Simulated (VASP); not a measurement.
Wanted: the native input for a VASP 6.6.1 run.

| Quantity | Value |
| --- | --- |
| Task | single point |
| Functional | PBE-based screened hybrid with 25 % exact exchange |
| Potentials or basis | VASP PAW PBE potentials, release 64 (Co, O) |
| Cutoff | 520 eV |
| k mesh | 5 × 5 × 5 |
| Occupations | fermi-dirac, width 0.05 eV |
| Spin | collinear spin, ferromagnetic start |
| Starting moments | [2.0, 0.0] μB |
| Dipole correction | no |
| Grid for exact exchange (PRECFOCK) | Normal |
| Share of exact exchange | 0.25 |
| Further INCAR settings | ALGO = Normal; EDIFF = 1e-06; NBANDS = 18 |
| Screening parameter | 0.3 1/Å |

Crystal: CoO.

```
CELL_PARAMETERS angstrom
0.00000 2.29356 2.29356
2.29356 0.00000 2.29356
2.29356 2.29356 0.00000
ATOMIC_POSITIONS crystal
Co 0.00000 0.00000 0.00000
O 0.25000 0.25000 0.25000
```

These files were run (other wordings do the same):

POSCAR

```
CoO
1.0
    0.0000000000      2.2935554083      2.2935554083
    2.2935554083      0.0000000000      2.2935554083
    2.2935554083      2.2935554083      0.0000000000
Co O
1 1
Direct
    0.0000000000      0.0000000000      0.0000000000
    0.2500000000      0.2500000000      0.2500000000
```

INCAR.step1

```
PREC     = Accurate       # precision mode
ENCUT    = 520            # plane-wave cutoff, eV
EDIFF    = 1E-5           # SCF threshold, eV
ISMEAR   = -1             # smearing method
SIGMA    = 0.05           # smearing width, eV
LREAL    = False          # projectors in reciprocal space
LASPH    = True           # aspherical terms in the spheres
NELM     = 150            # most SCF steps
ALGO     = Normal         # electronic algorithm
ISIF     = 2              # what is computed and relaxed
LWAVE    = True           # write WAVECAR
LCHARG   = False          # write CHGCAR
ISPIN    = 2              # spin polarisation
MAGMOM   = 2 0            # initial moments
LORBIT   = 11             # projections on sites
LMAXMIX  = 4              # l up to which the mixer works
GGA      = PE             # functional
NBANDS   = 18             # bands
```

INCAR.step2

```
PREC     = Accurate       # precision mode
ENCUT    = 520            # plane-wave cutoff, eV
EDIFF    = 1E-6           # SCF threshold, eV
ISMEAR   = -1             # smearing method
SIGMA    = 0.05           # smearing width, eV
LREAL    = False          # projectors in reciprocal space
LASPH    = True           # aspherical terms in the spheres
NELM     = 150            # most SCF steps
ALGO     = Normal         # electronic algorithm
ISIF     = 2              # what is computed and relaxed
LWAVE    = False          # write WAVECAR
LCHARG   = False          # write CHGCAR
ISPIN    = 2              # spin polarisation
MAGMOM   = 2 0            # initial moments
LORBIT   = 11             # projections on sites
LMAXMIX  = 4              # l up to which the mixer works
GGA      = PE             # functional
LHFCALC  = True           # exact exchange
AEXX     = 0.25           # exact-exchange fraction
HFSCREEN = 0.3            # screening, 1/A
PRECFOCK = Normal       
ISTART   = 1            
NBANDS   = 18             # bands
```

KPOINTS

```
Automatic mesh
0
Gamma
  5 5 5
```

Potentials or basis: VASP PAW PBE potentials, release 64 (Co, O).

The run is started by

```bash
$ cat potpaw_PBE.64/Co/POTCAR potpaw_PBE.64/O/POTCAR > POTCAR
$ cp INCAR.step1 INCAR
$ mpirun -np 1 vasp_std > vasp.out
$ cp INCAR.step2 INCAR
$ mpirun -np 1 vasp_std > vasp.out
```

Results of the run:

```yaml
Pressure: 0.1 GPa
Band_gap_on_the_k_mesh: 1.61 eV
Net_moment: 3.00 μB per cell
Site_moments: Co +2.68; O +0.20 μB
Valence_electrons_inside_the_program's_atomic_spheres: Co 7.87; O 5.05
```

Caveat: the k points lie up to 0.47 Å⁻¹ apart; the PAW data sets were made with another functional, which shifts forces and pressure a little; a cell with one magnetic atom can't hold antiferromagnetic order, which such compounds often take.

It took 39 min on 1 thread of Intel Xeon 8259CL, on a shared host, peak memory 0.27 GiB.
